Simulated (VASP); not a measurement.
# CsCl (Pm-3m) in VASP: single point with PBE

Aim: the single point of CsCl with PBE.

Everything below comes from runs of VASP 6.6.1. Logs are shortened: lines on timing, memory, paths and dates and some standing lists are left out, and cuts for length are marked.

### 1 The cell of the first run

The structure is cubic, space group Pm-3m (No. 221). Conventional cell: a = 4.123 Å, b = 4.123 Å, c = 4.123 Å, α = 90.00°, β = 90.00°, γ = 90.00°. Cs (site symmetry m-3m) has 8 Cl at 3.57 Å and 6 Cs at 4.12 Å within 4.7 Å. Cl (site symmetry m-3m) has 8 Cs at 3.57 Å and 6 Cl at 4.12 Å within 4.7 Å.

### 2 Single point, PBE

INCAR reads:

```
SYSTEM = CsCl
PREC = Accurate ; ENCUT = 500
EDIFF = 1E-6 ; ISMEAR = 0
SIGMA = 0.1 ; LREAL = .False.
LASPH = .True. ; NELM = 120
ALGO = Normal ; ISIF = 2
LWAVE = .False. ; LCHARG = .False.
GGA = PE ; ISYM = 0
NBANDS = 78 ; GGA_COMPAT = .False.
```

KPOINTS reads:

```
regular mesh
0
Gamma
  1 1 1
  0 0 0
```

POSCAR reads:

```
CsCl
1.0
    0.0000000000      0.0000000000      8.2460000000
    8.2460000000      0.0000000000      0.0000000000
    0.0000000000      8.2460000000      0.0000000000
Cs Cl
8 8
Direct
    0.0000000000      0.0000000000      0.0000000000
    0.5000000000      0.0000000000      0.0000000000
    0.0000000000      0.0000000000      0.5000000000
    0.5000000000      0.0000000000      0.5000000000
    0.0000000000      0.5000000000      0.0000000000
    0.5000000000      0.5000000000      0.0000000000
    0.0000000000      0.5000000000      0.5000000000
    0.5000000000      0.5000000000      0.5000000000
    0.2500000000      0.2500000000      0.2500000000
    0.7500000000      0.2500000000      0.2500000000
    0.2500000000      0.2500000000      0.7500000000
    0.7500000000      0.2500000000      0.7500000000
    0.2500000000      0.7500000000      0.2500000000
    0.7500000000      0.7500000000      0.2500000000
    0.2500000000      0.7500000000      0.7500000000
    0.7500000000      0.7500000000      0.7500000000
```

Potentials or basis: VASP PAW PBE potentials, release 64 (Cs_sv, Cl).

Launch:

```sh
> cat potpaw_PBE.64/Cs_sv/POTCAR potpaw_PBE.64/Cl/POTCAR > POTCAR
> mpirun -np 1 vasp_gam > vasp.out
```

OUTCAR:

```text
SYSTEM = CsCl
   PREC = Accurate
   ENCUT = 500
   EDIFF = 1E-6
   ISMEAR = 0
   LREAL = .False.
   LASPH = .True.
   NELM = 120
   ISIF = 2
   GGA = PE
   ISYM = 0

 ion  position               nearest neighbor table
   1  0.000  0.000  0.000-
   2  0.500  0.000  0.000-
   3  0.000  0.000  0.500-
   4  0.500  0.000  0.500-
   5  0.000  0.500  0.000-
   6  0.500  0.500  0.000-
[... 8 lines left out ...]
  15  0.250  0.750  0.750-
  16  0.750  0.750  0.750-

IMPORTANT INFORMATION: All symmetrisations will be switched off!
NOSYMM: (Re-)initialisation of all symmetry stuff for point group C_1.

----------------------------------------------------------------------------------------

                                     Primitive cell

  volume of cell :     560.6993

  direct lattice vectors                    reciprocal lattice vectors
     0.000000000  0.000000000  8.246000000     0.000000000  0.000000000  0.121270919
     8.246000000  0.000000000  0.000000000     0.121270919  0.000000000  0.000000000
     0.000000000  8.246000000  0.000000000     0.000000000  0.121270919  0.000000000

  length of vectors
     8.246000000  8.246000000  8.246000000     0.121270919  0.121270919  0.121270919

  position of ions in fractional coordinates (direct lattice)
     0.000000000  0.000000000  0.000000000
     0.500000000  0.000000000  0.000000000
     0.000000000  0.000000000  0.500000000
     0.500000000  0.000000000  0.500000000
     0.000000000  0.500000000  0.000000000
     0.500000000  0.500000000  0.000000000
[... 8 lines left out ...]
     0.250000000  0.750000000  0.750000000
     0.750000000  0.750000000  0.750000000

  ion indices of the primitive-cell ions
   primitive index   ion index
                 1           1
                 2           2
                 3           3
                 4           4
                 5           5
                 6           6
[... 8 lines left out ...]
                15          15
                16          16

----------------------------------------------------------------------------------------

 KPOINTS: regular mesh

Automatic generation of k-mesh.
 Grid dimensions read from file:
 generate k-points for:    1    1    1

[... 38 lines left out ...]
   NELM   =    120;   NELMIN=  2; NELMDL= -5     # of ELM steps
   EDIFF  = 0.1E-05   stopping-criterion for ELM
   LREAL  =      F    real-space projection
   EDIFFG = 0.1E-04   stopping-criterion for IOM
   NSW    =      0    number of steps for IOM
   IBRION =     -1    ionic relax: 0-MD 1-quasi-New 2-CG
   NFREE  =      0    steps in history (QN), initial steepest desc. (CG)
   ISIF   =      2    stress and relaxation
   ISYM   =      0    0-nonsym 1-usesym 2-fastsym
   POTIM  = 0.5000    time-step for ionic-motion
   TEBEG  =    0.0;   TEEND  =   0.0 temperature during run
   PSTRESS=    0.0 pullay stress
   NELECT =     128.0000    total number of electrons
   NUPDOWN=      -1.0000    fix difference up-down
   EMIN   =  10.00;   EMAX   =-10.00  energy-range for DOS
   EFERMI =   0.00;   METHOD = LEGACY
   ISMEAR =     0;   SIGMA  =   0.10  broadening in eV -4-tet -1-fermi 0-gaus
   EFERMI_NEDOS =   21; number of points for ismear=-14 and -15
   IALGO  =     38    algorithm
   IMIX   =      4    mixing-type and parameters
     AMIX     =   0.40;   BMIX     =  1.00
     AMIX_MAG =   1.60;   BMIX_MAG =  1.00
  volume/ion in A,a.u.               =      35.04       236.49
  Fermi-wavevector in a.u.,A,eV,Ry     =   1.000541  1.890748 13.620547  1.001082
  Thomas-Fermi vector in A             =   2.132904
   LORBIT       =      0    0 simple, 1 ext, 2 COOP (PROOUT), +10 PAW based schemes
   GGA     = PE    functional components
   LHFCALC =     F    Hartree Fock is set to
   AEXX    =    0.0000 exact exchange contribution
   IVDW    =     0    specifies the selected vdW correction
   LEPSILON=     F    determine dielectric tensor
   LRPA    =     F    only Hartree local field effects (RPA)
 non-spin polarized calculation
 Gauss-broadening in eV      SIGMA  =   0.10
  energy-cutoff  :      500.00
  volume of cell :      560.70
 maximum number of plane-waves:      7122
   NGX = 31   NGY = 31   NGZ = 31

 number of electron     128.0000009 magnetization

 Free energy of the ion-electron system (eV)
  ---------------------------------------------------
  ext. energy  EPLUGINS =         0.00000000
  ---------------------------------------------------
  free energy    TOTEN  =       -51.20124726 eV

  energy without entropy =      -51.20124726  energy(sigma->0) =      -51.20124726

 E-fermi :   0.2628     XC(G=0):  -8.2338

 val. band max:       -0.2486201108   @ k =   0.0000   0.0000   0.0000
 cond. band min:       4.9769538549   @ k =   0.0000   0.0000   0.0000
 fundamental gap:      5.2255739657
 Fermi energy:         0.2627583542

 k-point     1 :       0.0000    0.0000    0.0000
  band No.  band energies     occupation
      1     -19.6900      2.00000
      2     -19.6081      2.00000
      3     -19.6081      2.00000
      4     -19.6081      2.00000
      5     -19.5383      2.00000
      6     -19.5383      2.00000
[... 68 lines left out ...]
     75       6.1063      0.00000
     76       6.1063      0.00000
 [bands above 76 left out]

------------------------ aborting loop because EDIFF is reached ----------------------------------------

  FORCE on cell =-STRESS in cart. coord.  units (eV):
  Direction    XX          YY          ZZ          XY          YZ          ZX
  --------------------------------------------------------------------------------------
  -------------------------------------------------------------------------------------
  Total        6.6906202      6.6906660      6.6906811      0.0000022      0.0000032      0.0000006
  in kB       19.1181986     19.1183294     19.1183727      0.0000063      0.0000091      0.0000017
  external PRESSURE =      19.1183002 kB  Pullay stress =       0.0000000 kB

 VOLUME and BASIS-vectors are now :
 -----------------------------------------------------------------------------
  energy-cutoff  :      500.00
  volume of cell :      560.70
      direct lattice vectors                 reciprocal lattice vectors
     0.000000000  0.000000000  8.246000000     0.000000000  0.000000000  0.121270919
     8.246000000  0.000000000  0.000000000     0.121270919  0.000000000  0.000000000
     0.000000000  8.246000000  0.000000000     0.000000000  0.121270919  0.000000000

 POSITION                                       TOTAL-FORCE (eV/Angst)
 -----------------------------------------------------------------------------------
      0.00000      0.00000      0.00000         0.000005     -0.000014      0.000015
      0.00000      0.00000      4.12300         0.000003      0.000001      0.000002
      0.00000      4.12300      0.00000         0.000016      0.000003      0.000009
      0.00000      4.12300      4.12300         0.000017     -0.000007      0.000002
      4.12300      0.00000      0.00000         0.000018     -0.000015      0.000013
      4.12300      0.00000      4.12300         0.000018     -0.000000      0.000002
[... 8 lines left out ...]
      6.18450      6.18450      2.06150        -0.000086      0.000086      0.000006
      6.18450      6.18450      6.18450         0.000003      0.000083      0.000031
 -----------------------------------------------------------------------------------
    total drift:                               -0.000150      0.000085     -0.000106

  FREE ENERGIE OF THE ION-ELECTRON SYSTEM (eV)
  ---------------------------------------------------
  free  energy   TOTEN  =       -51.2012472579 eV

  energy  without entropy=      -51.2012472579  energy(sigma->0) =      -51.20124726
```

stdout:

```text
POSCAR found type information on POSCAR CsCl
 POSCAR found :  2 types and      16 ions
 scaLAPACK will be used
 LDA part: xc-table for (Slater+PW92), standard interpolation
 POSCAR, INCAR and KPOINTS ok, starting setup
 FFT: planning ... GRIDC
 FFT: planning ... GRID_SOFT
 FFT: planning ... GRID
 WAVECAR not read
 entering main loop
```

Wall time 27 s (1 thread of Intel Xeon 6975P-C (Granite Rapids), shared host); peak memory 0.43 GiB.

What came out:

| Quantity | Value |
| --- | --- |
| Free energy | -51.2012 eV |
| Pressure | 1.9 GPa |

Caveat: the k points lie up to 0.76 Å⁻¹ apart; spin-orbit coupling is left out, which moves the levels of the heavy elements.
